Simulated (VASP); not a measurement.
Set up this calculation in VASP 6.6.1, as the native input.

| Item | Value |
| --- | --- |
| Task | single point |
| Functional | RPBE |
| Potentials or basis | VASP PAW PBE potentials, release 64 (Ti_sv, B) |
| Cutoff | 520 eV |
| k mesh | 10 × 10 × 8 |
| Occupations | fermi-dirac, width 0.05 eV |
| Spin | no spin polarisation |
| Dipole correction | no |
| Further INCAR settings | ALGO = Normal; EDIFF = 1e-06; NBANDS = 16 |

The structure of TiB2 lies in POSCAR:

```
TiB2
1.0
    3.0480611888      0.0000000000      0.0000000000
   -1.5240305944      2.6396984218      0.0000000000
    0.0000000000      0.0000000000      3.2510845800
Ti B
1 2
Direct
    0.0000000000      0.0000000000      0.0000000000
    0.6666666667      0.3333333333      0.5000000000
    0.3333333333      0.6666666667      0.5000000000
```

One way to write it, as run:

INCAR

```
PREC = Accurate
ENCUT = 520
EDIFF = 1E-6
ISMEAR = -1
SIGMA = 0.05
LREAL = False
LASPH = True
NELM = 60
ALGO = Normal
ISIF = 2
LWAVE = False
LCHARG = False
GGA = RP
NBANDS = 16
```

KPOINTS

```
Automatic mesh
0
Gamma
  10 10 8
```

Potentials or basis: VASP PAW PBE potentials, release 64 (Ti_sv, B).

Launch:

```bash
$ cat potpaw_PBE.64/Ti_sv/POTCAR potpaw_PBE.64/B/POTCAR > POTCAR
$ mpirun -np 1 vasp_std > vasp.out
```

It gave:

```
Pressure               : 0.1 GPa
Band gap on the k mesh : zero (band 9 reaches 10.28 eV, above the bottom of band 10 at 9.73 eV)
```

Caveat: the PAW data sets were made with another functional, which shifts forces and pressure a little.

Run time: 8.7 s on 1 thread of Intel(R) Xeon(R) 6975P-C (Granite Rapids), on a shared host, peak memory 0.15 GiB.
